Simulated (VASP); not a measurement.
# MgTlBr3 (P4/mmm) in VASP: notebook

MgTlBr3 is run at these levels: r2SCAN; tasks: single point.

Everything below comes from runs of VASP 6.6.1. Logs are shortened: lines on timing, memory, paths and dates and some standing lists are left out, and cuts for length are marked.

**1. The cell of the first run**

The structure is tetragonal, space group P4/mmm (No. 123). The conventional cell has a = 5.287 Å, b = 5.287 Å, c = 5.234 Å, α = 90.00°, β = 90.00°, γ = 90.00°. Tl (site symmetry 4/mmm) has 12 Br at 3.72 to 3.74 Å and 8 Mg at 4.56 Å within 4.9 Å. Mg (site symmetry 4/mmm) has 6 Br at 2.62 to 2.64 Å within 3.5 Å. Br (site symmetry mmm) has 2 Mg at 2.64 Å within 3.5 Å. Within 3.5 Å of Br (site symmetry 4/mmm) lie 2 Mg at 2.62 Å.

**2. Single point, r2SCAN (uniaxial x strain -1.0%)**

POSCAR

```
MgTlBr3
1.0
    5.2341907258      0.0000000000      0.0000000000
    0.0000000000      5.2870613392      0.0000000000
    0.0000000000      0.0000000000      5.2870613392
Tl Mg Br
1 1 3
Direct
    0.0000000000      0.0000000000      0.0000000000
    0.5000000000      0.5000000000      0.5000000000
    0.5000000000      0.5000000000      0.0000000000
    0.5000000000      0.0000000000      0.5000000000
    0.0000000000      0.5000000000      0.5000000000
```

INCAR.step1

```
PREC = Accurate
ENCUT = 520
ISMEAR = 0
SIGMA = 0.01
LREAL = F
LASPH = T
NELM = 100
NBANDS = 26
GGA = PE
ALGO = Normal
EDIFF = 1E-4
LWAVE = T
LCHARG = F
```

INCAR.step2

```
PREC = Accurate
ENCUT = 520
EDIFF = 1E-6
ISMEAR = 0
SIGMA = 0.01
LREAL = F
LASPH = T
NELM = 100
ALGO = Normal
ISIF = 2
LWAVE = F
LCHARG = F
METAGGA = R2SCAN
LMIXTAU = T
NBANDS = 26
ISTART = 1
```

KPOINTS

```
regular mesh
0
Gamma
  6 6 6
```

Potentials or basis: VASP PAW PBE potentials, release 64 (Tl_d, Mg, Br).

Launch:

```sh
cat potpaw_PBE.64/Tl_d/POTCAR potpaw_PBE.64/Mg/POTCAR potpaw_PBE.64/Br/POTCAR > POTCAR
cp INCAR.step1 INCAR
mpirun -np 1 vasp_std > vasp.out
cp INCAR.step2 INCAR
mpirun -np 1 vasp_std > vasp.out
```

OUTCAR:

```text
PREC = Accurate
   ENCUT = 520
   EDIFF = 1E-6
   ISMEAR = 0
   LREAL = F
   LASPH = T
   NELM = 100
   ISIF = 2
   METAGGA = R2SCAN
   ISTART = 1

 ion  position               nearest neighbor table
   1  0.000  0.000  0.000-
   2  0.500  0.500  0.500-   5 2.62   5 2.62   3 2.64   3 2.64   4 2.64   4 2.64
   3  0.500  0.500  0.000-   2 2.64   2 2.64
   4  0.500  0.000  0.500-   2 2.64   2 2.64
   5  0.000  0.500  0.500-   2 2.62   2 2.62

  LATTYP: Found a simple tetragonal cell.
 ALAT       =     5.2870613392
 C/A-ratio  =     0.9900000000

  Lattice vectors:

 A1 = (   0.0000000000,   5.2870613392,   0.0000000000)
 A2 = (   0.0000000000,   0.0000000000,   5.2870613392)
 A3 = (   5.2341907258,   0.0000000000,   0.0000000000)

Analysis of symmetry for initial positions (statically):
=====================================================================
 Subroutine PRICEL returns:
 Original cell was already a primitive cell.

 Routine SETGRP: Setting up the symmetry group for a
 simple tetragonal supercell.

 Subroutine GETGRP returns: Found 16 space group operations
 (whereof 16 operations were pure point group operations)
 out of a pool of 16 trial point group operations.

The static configuration has the point symmetry D_4h.

Analysis of symmetry for dynamics (positions and initial velocities):
=====================================================================
 Subroutine PRICEL returns:
 Original cell was already a primitive cell.

 Routine SETGRP: Setting up the symmetry group for a
 simple tetragonal supercell.

 Subroutine GETGRP returns: Found 16 space group operations
 (whereof 16 operations were pure point group operations)
 out of a pool of 16 trial point group operations.

The dynamic configuration has the point symmetry D_4h.

 Subroutine INISYM returns: Found 16 space group operations
 (whereof 16 operations are pure point group operations),
 and found     1 'primitive' translations

----------------------------------------------------------------------------------------

                                     Primitive cell

  volume of cell :     146.3114

  direct lattice vectors                    reciprocal lattice vectors
     5.234190726  0.000000000  0.000000000     0.191051502  0.000000000  0.000000000
     0.000000000  5.287061339  0.000000000     0.000000000  0.189140987  0.000000000
     0.000000000  0.000000000  5.287061339     0.000000000  0.000000000  0.189140987

  length of vectors
     5.234190726  5.287061339  5.287061339     0.191051502  0.189140987  0.189140987

  position of ions in fractional coordinates (direct lattice)
     0.000000000  0.000000000  0.000000000
     0.500000000  0.500000000  0.500000000
     0.500000000  0.500000000  0.000000000
     0.500000000  0.000000000  0.500000000
     0.000000000  0.500000000  0.500000000

  ion indices of the primitive-cell ions
   primitive index   ion index
                 1           1
                 2           2
                 3           3
                 4           4
                 5           5

----------------------------------------------------------------------------------------

 KPOINTS: regular mesh

Automatic generation of k-mesh.
 Grid dimensions read from file:
 generate k-points for:    6    6    6

 Generating k-lattice:

  Cartesian coordinates                     Fractional coordinates (reciprocal lattice)
     0.031841917  0.000000000  0.000000000     0.166666667  0.000000000  0.000000000
     0.000000000  0.031523498  0.000000000     0.000000000  0.166666667  0.000000000
     0.000000000  0.000000000  0.031523498     0.000000000  0.000000000  0.166666667

  Length of vectors
     0.031841917  0.031523498  0.031523498

  Shift w.r.t. Gamma in fractional coordinates (k-lattice)
     0.000000000  0.000000000  0.000000000

 Subroutine IBZKPT returns following result:
 ===========================================

 Found     40 irreducible k-points:

 Following reciprocal coordinates:
            Coordinates               Weight
  0.000000  0.000000  0.000000      1.000000
  0.166667  0.000000  0.000000      2.000000
  0.333333  0.000000  0.000000      2.000000
  0.500000  0.000000  0.000000      1.000000
  0.000000  0.166667  0.000000      4.000000
  0.166667  0.166667  0.000000      8.000000
[... 16 lines left out ...]
  0.333333  0.333333  0.166667     16.000000
  0.500000  0.333333  0.166667      8.000000
 [... further k-points ...]
   k-points           NKPTS =     40   k-points in BZ     NKDIM =     40   number of bands    NBANDS=     26
   number of dos      NEDOS =    301   number of ions     NIONS =      5
   total plane-waves  NPLWV =  64000
   dimension x,y,z NGX =    40 NGY =   40 NGZ =   40
   dimension x,y,z NGXF=    80 NGYF=   80 NGZF=   80
   ions per type =               1   1   3
   NGX,Y,Z   is equivalent  to a cutoff of  12.70, 12.58, 12.58 a.u.
   NGXF,Y,Z  is equivalent  to a cutoff of  25.41, 25.16, 25.16 a.u.
 SYSTEM =  unknown system
   PREC   = accura    normal or accurate (medium, high low for compatibility)
   ISTART =      1    job   : 0-new  1-cont  2-samecut
   ICHARG =      0    charge: 1-file 2-atom 10-const
   ISPIN  =      1    spin polarized calculation?
   LNONCOLLINEAR =      F non collinear calculations
   LSORBIT =      F    spin-orbit coupling
   LASPH  =      T    aspherical Exc in radial PAW
   ENCUT  =  520.0 eV  38.22 Ry    6.18 a.u.   9.73  9.83  9.83*2*pi/ulx,y,z
   NELM   =    100;   NELMIN=  2; NELMDL=  0     # of ELM steps
   EDIFF  = 0.1E-05   stopping-criterion for ELM
   LREAL  =      F    real-space projection
   EDIFFG = 0.1E-04   stopping-criterion for IOM
   NSW    =      0    number of steps for IOM
   IBRION =     -1    ionic relax: 0-MD 1-quasi-New 2-CG
   NFREE  =      0    steps in history (QN), initial steepest desc. (CG)
   ISIF   =      2    stress and relaxation
   ISYM   =      2    0-nonsym 1-usesym 2-fastsym
   POTIM  = 0.5000    time-step for ionic-motion
   TEBEG  =    0.0;   TEEND  =   0.0 temperature during run
   PSTRESS=    0.0 pullay stress
   NELECT =      36.0000    total number of electrons
   NUPDOWN=      -1.0000    fix difference up-down
   EMIN   =  10.00;   EMAX   =-10.00  energy-range for DOS
   EFERMI =   0.00;   METHOD = LEGACY
   ISMEAR =     0;   SIGMA  =   0.01  broadening in eV -4-tet -1-fermi 0-gaus
   EFERMI_NEDOS =   21; number of points for ismear=-14 and -15
   IALGO  =     38    algorithm
   IMIX   =      4    mixing-type and parameters
     AMIX     =   0.40;   BMIX     =  1.00
     AMIX_MAG =   1.60;   BMIX_MAG =  1.00
  volume/ion in A,a.u.               =      29.26       197.47
  Fermi-wavevector in a.u.,A,eV,Ry     =   1.025848  1.938571 14.318277  1.052364
  Thomas-Fermi vector in A             =   2.159710
   LORBIT       =      0    0 simple, 1 ext, 2 COOP (PROOUT), +10 PAW based schemes
   METAGGA = R2SCAN    functional components
   LHFCALC =     F    Hartree Fock is set to
   AEXX    =    0.0000 exact exchange contribution
   IVDW    =     0    specifies the selected vdW correction
   LEPSILON=     F    determine dielectric tensor
   LRPA    =     F    only Hartree local field effects (RPA)
 non-spin polarized calculation
 Gauss-broadening in eV      SIGMA  =   0.01
  energy-cutoff  :      520.00
  volume of cell :      146.31
 maximum number of plane-waves:      3964
 NGX is ok and might be reduce to    40
   NGX = 19   NGY = 19   NGZ = 19

 number of electron      36.0000002 magnetization

 Free energy of the ion-electron system (eV)
  ---------------------------------------------------
  ext. energy  EPLUGINS =         0.00000000
  ---------------------------------------------------
  free energy    TOTEN  =      -104.00848876 eV

  energy without entropy =     -104.00848876  energy(sigma->0) =     -104.00848876

 E-fermi :   0.8046     XC(G=0):  -8.9616

 val. band max:        0.7264336511   @ k =   0.5000   0.5000   0.0000
 cond. band min:       4.3711876840   @ k =   0.0000   0.0000   0.0000
 fundamental gap:      3.6447540329
 Fermi energy:         0.8046100824

 k-point     1 :       0.0000    0.0000    0.0000
  band No.  band energies     occupation
      1     -13.6666      2.00000
      2     -12.8230      2.00000
      3     -12.8137      2.00000
      4      -9.2598      2.00000
      5      -9.2598      2.00000
      6      -9.2589      2.00000
[... 18 lines left out ...]
     25       8.3945      0.00000
     26       8.4340      0.00000

 k-point     2 :       0.1667    0.0000    0.0000
  band No.  band energies     occupation
      1     -13.6170      2.00000
      2     -12.8753      2.00000
      3     -12.8108      2.00000
      4      -9.2621      2.00000
      5      -9.2607      2.00000
      6      -9.2607      2.00000
[... 18 lines left out ...]
     25       8.8711      0.00000
     26       9.0051      0.00000

 k-point     3 :       0.3333    0.0000    0.0000
  band No.  band energies     occupation
      1     -13.4865      2.00000
      2     -13.0116      2.00000
      3     -12.8050      2.00000
      4      -9.2686      2.00000
      5      -9.2647      2.00000
      6      -9.2647      2.00000
[... 18 lines left out ...]
     25       9.8721      0.00000
     26      10.2594      0.00000

 k-point     4 :       0.5000    0.0000    0.0000
  band No.  band energies     occupation
      1     -13.3755      2.00000
      2     -13.1255      2.00000
      3     -12.8021      2.00000
      4      -9.2718      2.00000
      5      -9.2667      2.00000
      6      -9.2667      2.00000
[... 18 lines left out ...]
     25      10.3631      0.00000
     26      11.0963      0.00000

 k-point     5 :       0.0000    0.1667    0.0000
  band No.  band energies     occupation
      1     -13.6198      2.00000
      2     -12.8667      2.00000
      3     -12.8177      2.00000
      4      -9.2626      2.00000
      5      -9.2616      2.00000
      6      -9.2606      2.00000
[... 18 lines left out ...]
     25       8.8748      0.00000
     26       8.9600      0.00000

 k-point     6 :       0.1667    0.1667    0.0000
  band No.  band energies     occupation
      1     -13.5722      2.00000
      2     -12.8915      2.00000
      3     -12.8388      2.00000
      4      -9.2649      2.00000
      5      -9.2615      2.00000
      6      -9.2606      2.00000
[... 427 lines left out ...]
 k-point    21 :       0.0000    0.3333    0.1667
  band No.  band energies     occupation
      1     -13.4586      2.00000
      2     -12.9928      2.00000
      3     -12.8511      2.00000
      4      -9.2684      2.00000
      5      -9.2641      2.00000
      6      -9.2613      2.00000
[... 18 lines left out ...]
     25      10.1695      0.00000
     26      10.2518      0.00000

 k-point    22 :       0.1667    0.3333    0.1667
  band No.  band energies     occupation
      1     -13.4189      2.00000
      2     -12.9934      2.00000
      3     -12.8837      2.00000
      4      -9.2672      2.00000
      5      -9.2631      2.00000
      6      -9.2617      2.00000
[... 18 lines left out ...]
     25       9.8442      0.00000
     26      10.2956      0.00000

 k-point    23 :       0.3333    0.3333    0.1667
  band No.  band energies     occupation
      1     -13.3129      2.00000
      2     -13.0237      2.00000
      3     -12.9463      2.00000
      4      -9.2652      2.00000
      5      -9.2630      2.00000
      6      -9.2609      2.00000
[... 18 lines left out ...]
     25      10.2355      0.00000
     26      10.4271      0.00000

 k-point    24 :       0.5000    0.3333    0.1667
  band No.  band energies     occupation
      1     -13.2083      2.00000
      2     -13.1098      2.00000
      3     -12.9583      2.00000
      4      -9.2643      2.00000
      5      -9.2622      2.00000
      6      -9.2612      2.00000
[... 18 lines left out ...]
     25      10.2219      0.00000
     26      10.8043      0.00000

 [... further k-points ...]

------------------------ aborting loop because EDIFF is reached ----------------------------------------

  FORCE on cell =-STRESS in cart. coord.  units (eV):
  Direction    XX          YY          ZZ          XY          YZ          ZX
  --------------------------------------------------------------------------------------
  -------------------------------------------------------------------------------------
  Total        0.4044894      0.0582758      0.0582758      0.0000000      0.0000000     -0.0000000
  in kB        4.4293450      0.6381471      0.6381471      0.0000000      0.0000000     -0.0000000
  external PRESSURE =       1.9018798 kB  Pullay stress =       0.0000000 kB

 VOLUME and BASIS-vectors are now :
 -----------------------------------------------------------------------------
  energy-cutoff  :      520.00
  volume of cell :      146.31
      direct lattice vectors                 reciprocal lattice vectors
     5.234190726  0.000000000  0.000000000     0.191051502  0.000000000  0.000000000
     0.000000000  5.287061339  0.000000000     0.000000000  0.189140987  0.000000000
     0.000000000  0.000000000  5.287061339     0.000000000  0.000000000  0.189140987

 POSITION                                       TOTAL-FORCE (eV/Angst)
 -----------------------------------------------------------------------------------
      0.00000      0.00000      0.00000         0.000000      0.000000      0.000000
      2.61710      2.64353      2.64353         0.000000      0.000000      0.000000
      2.61710      2.64353      0.00000         0.000000      0.000000      0.000000
      2.61710      0.00000      2.64353         0.000000      0.000000      0.000000
      0.00000      2.64353      2.64353         0.000000      0.000000      0.000000
 -----------------------------------------------------------------------------------
    total drift:                                0.000000      0.000000     -0.000000

  FREE ENERGIE OF THE ION-ELECTRON SYSTEM (eV)
  ---------------------------------------------------
  free  energy   TOTEN  =      -104.0084887571 eV

  energy  without entropy=     -104.0084887571  energy(sigma->0) =     -104.00848876
```

Run time: 3.2 min. Hardware: 1 thread of Intel Xeon 6975P-C (Granite Rapids), shared host; peak memory 0.36 GiB.

What came out:

| Quantity | Value |
| --- | --- |
| Free energy | -104.0085 eV |
| Pressure | 0.2 GPa |
| Band gap on the k mesh | 3.64 eV (least direct gap 4.29 eV) |

Stress tensor (GPa, compression positive):
```
0.44 0.00 0.00
0.00 0.06 0.00
0.00 0.00 0.06
```

Caveat: the cell differs from its parent crystal (uniaxial x strain -1.0%); the PAW data sets were made with another functional, which shifts forces and pressure a little; spin-orbit coupling is left out, which moves the levels of the heavy elements. A k mesh can miss the band edges.

**3. Single point, r2SCAN (epitaxial xy strain +2.5%)**

Changes to POSCAR since step 2:

```diff
@@ -2,5 +2,5 @@
 1.0
-    5.2341907258      0.0000000000      0.0000000000
-    0.0000000000      5.2870613392      0.0000000000
-    0.0000000000      0.0000000000      5.2870613392
+    5.4192378727      0.0000000000      0.0000000000
+    0.0000000000      5.4192378727      0.0000000000
+    0.0000000000      0.0000000000      5.2042323772
 Tl Mg Br
```

INCAR.step1

```
SYSTEM = MgTlBr3
ALGO = Normal ; EDIFF = 1E-4
ENCUT = 520 ; GGA = PE
ISMEAR = 0 ; LASPH = .TRUE.
LCHARG = .FALSE. ; LREAL = .FALSE.
LWAVE = .TRUE. ; NBANDS = 26
NELM = 100 ; PREC = Accurate
SIGMA = 0.01
```

INCAR.step2

```
SYSTEM = MgTlBr3
ALGO = Normal ; EDIFF = 1E-7
ENCUT = 520 ; ISIF = 2
ISMEAR = 0 ; ISTART = 1
LASPH = .TRUE. ; LCHARG = .FALSE.
LMIXTAU = .TRUE. ; LREAL = .FALSE.
LWAVE = .FALSE. ; METAGGA = R2SCAN
NBANDS = 26 ; NELM = 100
PREC = Accurate ; SIGMA = 0.01
```

KPOINTS

```
k-points
0
G
  6 6 6
  0 0 0
```

Potentials or basis: VASP PAW PBE potentials, release 64 (Tl_d, Mg, Br).

Launch:

```sh
cat potpaw_PBE.64/Tl_d/POTCAR potpaw_PBE.64/Mg/POTCAR potpaw_PBE.64/Br/POTCAR > POTCAR
cp INCAR.step1 INCAR
mpirun -np 1 vasp_std > vasp.out
cp INCAR.step2 INCAR
mpirun -np 1 vasp_std > vasp.out
```

Wall time 3.2 min (1 thread of Intel Xeon 6975P-C (Granite Rapids), shared host); peak memory 0.36 GiB.

The run converged. Its results:

| Property | Result |
| --- | --- |
| Free energy | -103.9751 eV |
| Pressure | -1.0 GPa |
| Band gap on the k mesh | 3.47 eV (least direct gap 4.08 eV) |

Stress tensor (GPa, compression positive):
```
-1.44  0.00  0.00
 0.00 -1.44  0.00
 0.00  0.00 -0.15
```

Levels at points of the mesh, in eV from the valence-band top:
```
           k point  band 15  band 16  band 17  band 18  band 19  band 20  band 21  band 22
(0.00, 0.00, 0.00)    -0.79    -0.68    -0.61    -0.61     3.47     6.01     6.01     6.13
(0.50, 0.00, 0.00)    -1.02    -0.70    -0.64    -0.59     3.83     5.30     5.37     5.56
(0.50, 0.50, 0.00)    -1.13    -1.13    -1.12    -0.10     4.62     4.92     4.92     7.51
(0.00, 0.00, 0.50)    -1.01    -0.65    -0.65    -0.59     3.72     5.16     5.16     5.80
(0.50, 0.00, 0.50)    -1.29    -1.18    -1.17     0.00     4.45     5.00     5.14     7.36
(0.50, 0.50, 0.50)    -1.14    -0.10    -0.01    -0.01     5.92     5.92     5.94     6.41
```

Caveat: the cell differs from its parent crystal (epitaxial xy strain +2.5%); the PAW data sets were made with another functional, which shifts forces and pressure a little; spin-orbit coupling is left out, which moves the levels of the heavy elements. A k mesh can miss the band edges.
